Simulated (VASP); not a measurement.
# C (Fd-3m) in VASP: notebook

The runs below take C through electric field gradients, with LDA.

Everything below comes from runs of VASP 6.6.1. Logs are shortened: lines on timing, memory, paths and dates and some standing lists are left out, and cuts for length are marked.

## (1) The cell of the first run

Symmetry: Fd-3m, No. 227, cubic system. The conventional cell has a = 3.506 Å, b = 3.506 Å, c = 3.506 Å, α = 90.00°, β = 90.00°, γ = 90.00°. Within 2.0 Å of C (site symmetry -43m) lie 4 C at 1.52 Å.

## (2) Electric field gradients, LDA (volume scaled by 0.95)

The input, INCAR:

```
PREC = Accurate
ENCUT = 520
EDIFF = 1E-8
ISMEAR = -1
SIGMA = 0.08
LREAL = False
LASPH = True
NELM = 100
ALGO = Normal
ISIF = 2
LWAVE = False
LCHARG = False
LEFG = True
NBANDS = 11
```

The input, KPOINTS:

```
regular mesh
0
Gamma
  20 20 20
```

The input, POSCAR:

```
C
1.0
    0.0000000000      1.7531670408      1.7531670408
    1.7531670408      0.0000000000      1.7531670408
    1.7531670408      1.7531670408      0.0000000000
C
2
Direct
    0.5000000000      0.5000000000      0.5000000000
    0.7500000000      0.7500000000      0.7500000000
```

Potentials or basis: VASP PAW LDA potentials, release 64 (C).

Launch:

```console
> cat potpaw_LDA.64/C/POTCAR > POTCAR
> mpirun -np 1 vasp_std > vasp.out
```

OUTCAR:

```text
PREC = Accurate
   ENCUT = 520
   EDIFF = 1E-8
   ISMEAR = -1
   LREAL = False
   LASPH = True
   NELM = 100
   ISIF = 2

 ion  position               nearest neighbor table
   1  0.500  0.500  0.500-   2 1.52   2 1.52   2 1.52   2 1.52
   2  0.750  0.750  0.750-   1 1.52   1 1.52   1 1.52   1 1.52

  LATTYP: Found a face centered cubic cell.
 ALAT       =     3.5063340816

  Lattice vectors:

 A1 = (   0.0000000000,   1.7531670408,   1.7531670408)
 A2 = (   1.7531670408,   0.0000000000,   1.7531670408)
 A3 = (   1.7531670408,   1.7531670408,   0.0000000000)

Analysis of symmetry for initial positions (statically):
=====================================================================
 Subroutine PRICEL returns:
 Original cell was already a primitive cell.

 Routine SETGRP: Setting up the symmetry group for a
 face centered cubic supercell.

 Subroutine GETGRP returns: Found 48 space group operations
 (whereof 24 operations were pure point group operations)
 out of a pool of 48 trial point group operations.

The static configuration has the point symmetry T_d .
 The point group associated with its full space group is O_h .

Analysis of symmetry for dynamics (positions and initial velocities):
=====================================================================
 Subroutine PRICEL returns:
 Original cell was already a primitive cell.

 Routine SETGRP: Setting up the symmetry group for a
 face centered cubic supercell.

 Subroutine GETGRP returns: Found 48 space group operations
 (whereof 24 operations were pure point group operations)
 out of a pool of 48 trial point group operations.

The dynamic configuration has the point symmetry T_d .
 The point group associated with its full space group is O_h .

 Subroutine INISYM returns: Found 48 space group operations
 (whereof 24 operations are pure point group operations),
 and found     1 'primitive' translations

----------------------------------------------------------------------------------------

                                     Primitive cell

  volume of cell :      10.7770

  direct lattice vectors                    reciprocal lattice vectors
     0.000000000  1.753167041  1.753167041    -0.285198152  0.285198152  0.285198152
[... 128 lines left out ...]
  ---------------------------------------------------
  free energy    TOTEN  =       -20.23462383 eV

  energy without entropy =      -20.23462383  energy(sigma->0) =      -20.23462383

 E-fermi :  11.8868     XC(G=0): -13.7491

 val. band max:       10.4880122242   @ k =   0.0000   0.0000   0.0000
 cond. band min:      14.7171838985   @ k =   0.3500   0.3500   0.0000
 fundamental gap:      4.2291716743
 Fermi energy:        11.8868380452

 k-point     1 :       0.0000    0.0000    0.0000
  band No.  band energies     occupation
      1     -11.5253      2.00000
      2      10.4880      2.00000
      3      10.4880      2.00000
      4      10.4880      2.00000
      5      16.1757      0.00000
      6      16.1757      0.00000
      7      16.1757      0.00000
      8      25.2342      0.00000
      9      30.1781      0.00000
     10      37.6984      0.00000
     11      37.6984      0.00000
[... 309 lines left out ...]
 k-point    24 :      -0.3500    0.0500    0.0000
  band No.  band energies     occupation
      1      -7.6986      2.00000
      2      -0.1995      2.00000
      3       7.3503      2.00000
      4       8.0371      2.00000
      5      18.9335      0.00000
      6      19.2543      0.00000
      7      20.1182      0.00000
      8      26.1668      0.00000
      9      32.0073      0.00000
     10      33.7536      0.00000
     11      35.4678      0.00000

 [... further k-points ...]
[... 5 lines left out ...]
  --------------------------------------------------------------------------------------
  -------------------------------------------------------------------------------------
  Total        0.8252772      0.8252772      0.8252772      0.0000000      0.0000000     -0.0000000
  in kB      122.6903951    122.6903951    122.6903951      0.0000000      0.0000000     -0.0000000
  external PRESSURE =     122.6903951 kB  Pullay stress =       0.0000000 kB

 VOLUME and BASIS-vectors are now :
 -----------------------------------------------------------------------------
  energy-cutoff  :      520.00
  volume of cell :       10.78
      direct lattice vectors                 reciprocal lattice vectors
     0.000000000  1.753167041  1.753167041    -0.285198152  0.285198152  0.285198152
     1.753167041  0.000000000  1.753167041     0.285198152 -0.285198152  0.285198152
     1.753167041  1.753167041  0.000000000     0.285198152  0.285198152 -0.285198152

 POSITION                                       TOTAL-FORCE (eV/Angst)
 -----------------------------------------------------------------------------------
      1.75317      1.75317      1.75317         0.000000      0.000000      0.000000
      2.62975      2.62975      2.62975        -0.000000     -0.000000     -0.000000
 -----------------------------------------------------------------------------------
    total drift:                                0.000000     -0.000000      0.000000

  FREE ENERGIE OF THE ION-ELECTRON SYSTEM (eV)
  ---------------------------------------------------
  free  energy   TOTEN  =       -20.2346238320 eV

  energy  without entropy=      -20.2346238319  energy(sigma->0) =      -20.23462383

 Electric field gradients (V/A^2)
---------------------------------------------------------------------
 ion       V_xx      V_yy      V_zz      V_xy      V_xz      V_yz
---------------------------------------------------------------------
   1       0.000    -0.000    -0.000     0.000     0.000     0.000
   2       0.000    -0.000    -0.000     0.000     0.000     0.000
---------------------------------------------------------------------

 Electric field gradients after diagonalization (V/A^2)
 (convention: |V_zz| > |V_xx| > |V_yy|)
----------------------------------------------------------------------
 ion       V_xx      V_yy      V_zz     asymmetry (V_yy - V_xx)/ V_zz
----------------------------------------------------------------------
   1      -0.000    -0.000     0.001       0.000
   2      -0.000    -0.000     0.001       0.000
----------------------------------------------------------------------

           NMR quadrupolar parameters

 Cq : quadrupolar parameter    Cq=e*Q*V_zz/h
 eta: asymmetry parameters     (V_yy - V_xx)/ V_zz
 Q  : nuclear electric quadrupole moment in mb (millibarn)
----------------------------------------------------------------------
 ion       Cq(MHz)       eta       Q (mb)
----------------------------------------------------------------------
   1       0.000       0.000       1.000
   2       0.000       0.000       1.000
----------------------------------------------------------------------
```

OSZICAR:

```text
N       E                     dE             d eps       ncg     rms          rms(c)
DAV:   1    -0.876775120930E+00   -0.87678E+00   -0.48495E+03  5980   0.701E+02
DAV:   2    -0.207906734825E+02   -0.19914E+02   -0.19304E+02  7316   0.130E+02
DAV:   3    -0.211534646626E+02   -0.36279E+00   -0.36203E+00  6585   0.134E+01
DAV:   4    -0.211540695080E+02   -0.60485E-03   -0.60483E-03  6092   0.688E-01
DAV:   5    -0.211540702809E+02   -0.77290E-06   -0.77288E-06  6428   0.229E-02    0.609E+00
DAV:   6    -0.204713229959E+02    0.68275E+00   -0.36601E-01  5794   0.424E+00    0.353E+00
DAV:   7    -0.202346835558E+02    0.23664E+00   -0.43233E-01  6177   0.461E+00    0.796E-01
DAV:   8    -0.202346396319E+02    0.43924E-04   -0.10286E-02  5989   0.846E-01    0.301E-02
DAV:   9    -0.202346222976E+02    0.17334E-04   -0.39426E-05  6373   0.485E-02    0.213E-02
DAV:  10    -0.202346239063E+02   -0.16087E-05   -0.22472E-06  6226   0.125E-02    0.501E-03
DAV:  11    -0.202346238418E+02    0.64495E-07   -0.93931E-08  6208   0.231E-03    0.516E-04
DAV:  12    -0.202346238320E+02    0.98197E-08   -0.15329E-09  3623   0.360E-04
   1 F= -.20234624E+02 E0= -.20234624E+02  d E =-.102421E-09
```

Wall time 37 s (1 thread of Intel Xeon 8259CL, shared host); peak memory 0.13 GiB.

What came out:

```
Free energy            : -20.2346 eV
Pressure               : 12.3 GPa
Band gap on the k mesh : 4.23 eV, indirect (least direct gap 5.69 eV)
```

Caveat: without QUAD_EFG the Cq values of the log hold for a quadrupole moment of 1 mb, not for the nuclei.

## (3) Electric field gradients, LDA (volume scaled by 0.94)

The input, INCAR:

```
  PREC = Accurate
  ENCUT = 520
  EDIFF = 1E-8
  ISMEAR = -1
  SIGMA = 0.08
  LREAL = F
  LASPH = T
  NELM = 100
  ALGO = Normal
  ISIF = 2
  LWAVE = F
  LCHARG = F
  LEFG = T
  NBANDS = 11
```

KPOINTS is that of step 2.

The input, POSCAR:

```
C
1.0
    0.0000000000      1.7469938663      1.7469938663
    1.7469938663      0.0000000000      1.7469938663
    1.7469938663      1.7469938663      0.0000000000
C
2
Direct
    0.5000000000      0.5000000000      0.5000000000
    0.7500000000      0.7500000000      0.7500000000
```

Potentials or basis: VASP PAW LDA potentials, release 64 (C).

Launch:

```console
> cat potpaw_LDA.64/C/POTCAR > POTCAR
> mpirun -np 1 vasp_std > vasp.out
```

OUTCAR:

```text
PREC = Accurate
   ENCUT = 520
   EDIFF = 1E-8
   ISMEAR = -1
   LREAL = F
   LASPH = T
   NELM = 100
   ISIF = 2

 ion  position               nearest neighbor table
   1  0.500  0.500  0.500-   2 1.51   2 1.51   2 1.51   2 1.51
   2  0.750  0.750  0.750-   1 1.51   1 1.51   1 1.51   1 1.51

  LATTYP: Found a face centered cubic cell.
 ALAT       =     3.4939877326

  Lattice vectors:

 A1 = (   0.0000000000,   1.7469938663,   1.7469938663)
 A2 = (   1.7469938663,   0.0000000000,   1.7469938663)
 A3 = (   1.7469938663,   1.7469938663,   0.0000000000)

Analysis of symmetry for initial positions (statically):
=====================================================================
 Subroutine PRICEL returns:
 Original cell was already a primitive cell.

 Routine SETGRP: Setting up the symmetry group for a
 face centered cubic supercell.

 Subroutine GETGRP returns: Found 48 space group operations
 (whereof 24 operations were pure point group operations)
[... 525 lines left out ...]
     0.000000000  1.746993866  1.746993866    -0.286205928  0.286205928  0.286205928
     1.746993866  0.000000000  1.746993866     0.286205928 -0.286205928  0.286205928
     1.746993866  1.746993866  0.000000000     0.286205928  0.286205928 -0.286205928

 POSITION                                       TOTAL-FORCE (eV/Angst)
 -----------------------------------------------------------------------------------
      1.74699      1.74699      1.74699        -0.000000     -0.000000     -0.000000
      2.62049      2.62049      2.62049         0.000000      0.000000      0.000000
 -----------------------------------------------------------------------------------
    total drift:                                0.000000     -0.000000      0.000000

  FREE ENERGIE OF THE ION-ELECTRON SYSTEM (eV)
  ---------------------------------------------------
  free  energy   TOTEN  =       -20.2237496637 eV

  energy  without entropy=      -20.2237496636  energy(sigma->0) =      -20.22374966

 Electric field gradients (V/A^2)
---------------------------------------------------------------------
 ion       V_xx      V_yy      V_zz      V_xy      V_xz      V_yz
---------------------------------------------------------------------
   1      -0.000     0.000     0.000     0.000     0.000     0.000
   2      -0.000     0.000     0.000     0.000     0.000     0.000
---------------------------------------------------------------------

 Electric field gradients after diagonalization (V/A^2)
 (convention: |V_zz| > |V_xx| > |V_yy|)
----------------------------------------------------------------------
 ion       V_xx      V_yy      V_zz     asymmetry (V_yy - V_xx)/ V_zz
----------------------------------------------------------------------
   1      -0.000    -0.000     0.001       0.000
   2      -0.000    -0.000     0.001       0.000
----------------------------------------------------------------------

           NMR quadrupolar parameters

 Cq : quadrupolar parameter    Cq=e*Q*V_zz/h
 eta: asymmetry parameters     (V_yy - V_xx)/ V_zz
 Q  : nuclear electric quadrupole moment in mb (millibarn)
----------------------------------------------------------------------
 ion       Cq(MHz)       eta       Q (mb)
----------------------------------------------------------------------
   1       0.000       0.000       1.000
   2       0.000       0.000       1.000
----------------------------------------------------------------------
```

stdout:

```text
POSCAR found type information on POSCAR C
 POSCAR found :  1 types and       2 ions
 scaLAPACK will be used
 LDA part: xc-table for (Slater(with rela. corr.)+CA(PZ))
 , standard interpolation
 POSCAR, INCAR and KPOINTS ok, starting setup
 FFT: planning ... GRIDC
 FFT: planning ... GRID_SOFT
 FFT: planning ... GRID
 WAVECAR not read
 entering main loop
ion   1

ion   2
```

Run time: 39 s. Hardware: 1 thread of Intel Xeon 8259CL, shared host; peak memory 0.12 GiB.

What came out:

- Free energy: -20.2237 eV
- Pressure: 17.8 GPa
- Band gap on the k mesh: 4.26 eV, indirect (least direct gap 5.72 eV)

Caveat: without QUAD_EFG the Cq values of the log hold for a quadrupole moment of 1 mb, not for the nuclei. A k mesh can miss the band edges.
